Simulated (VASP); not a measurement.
Set up this calculation in VASP 6.6.1, as the native input.

* Task: single point
* Functional: r2SCAN
* Potentials or basis: VASP PAW PBE potentials, release 64 (Al, Cu)
* Cutoff: 520 eV
* k mesh: 10 × 10 × 10
* Occupations: gaussian, width 0.05 eV
* Spin: no spin polarisation
* Dipole correction: no
* Further INCAR settings: ALGO = Normal; EDIFF = 1e-07; NBANDS = 26

Crystal: AlCu3.

```
Al Cu
1.0
     0.00000    2.88801    2.88801
     2.88801    0.00000    2.88801
     2.88801    2.88801    0.00000
Al Cu
1 3
Direct
  0.00000 0.00000 0.00000
  0.50000 0.50000 0.50000
  0.25000 0.25000 0.25000
  0.75000 0.75000 0.75000
```

The input as run:

POSCAR

```
AlCu3
1.0
    0.0000000000      2.8880109880      2.8880109880
    2.8880109880      0.0000000000      2.8880109880
    2.8880109880      2.8880109880      0.0000000000
Al Cu
1 3
Direct
    0.0000000000      0.0000000000      0.0000000000
    0.5000000000      0.5000000000      0.5000000000
    0.2500000000      0.2500000000      0.2500000000
    0.7500000000      0.7500000000      0.7500000000
```

INCAR.step1

```
  PREC = Accurate
  ENCUT = 520
  ISMEAR = 0
  SIGMA = 0.05
  LREAL = False
  LASPH = True
  NELM = 80
  NBANDS = 26
  GGA = PE
  ALGO = Normal
  EDIFF = 1E-4
  LWAVE = True
  LCHARG = False
```

INCAR.step2

```
  PREC = Accurate
  ENCUT = 520
  EDIFF = 1E-7
  ISMEAR = 0
  SIGMA = 0.05
  LREAL = False
  LASPH = True
  NELM = 80
  ALGO = Normal
  ISIF = 2
  LWAVE = False
  LCHARG = False
  METAGGA = R2SCAN
  LMIXTAU = True
  NBANDS = 26
  ISTART = 1
```

KPOINTS

```
regular mesh
0
Gamma
  10 10 10
```

Potentials or basis: VASP PAW PBE potentials, release 64 (Al, Cu).

Run with:

```bash
$ cat potpaw_PBE.64/Al/POTCAR potpaw_PBE.64/Cu/POTCAR > POTCAR
$ cp INCAR.step1 INCAR
$ mpirun -np 1 vasp_std > vasp.out
$ cp INCAR.step2 INCAR
$ mpirun -np 1 vasp_std > vasp.out
```

It gave:

```json
{
 "Pressure": "0.7 GPa",
 "Band gap on the k mesh": "zero (band 18 reaches 12.41 eV, above the bottom of band 19 at 6.32 eV)"
}
```

Caveat: the PAW data sets were made with another functional, which shifts forces and pressure a little.

Run time: 2.9 min on 1 thread of Intel(R) Xeon(R) 6975P-C (Granite Rapids), on a shared host, peak memory 0.19 GiB.
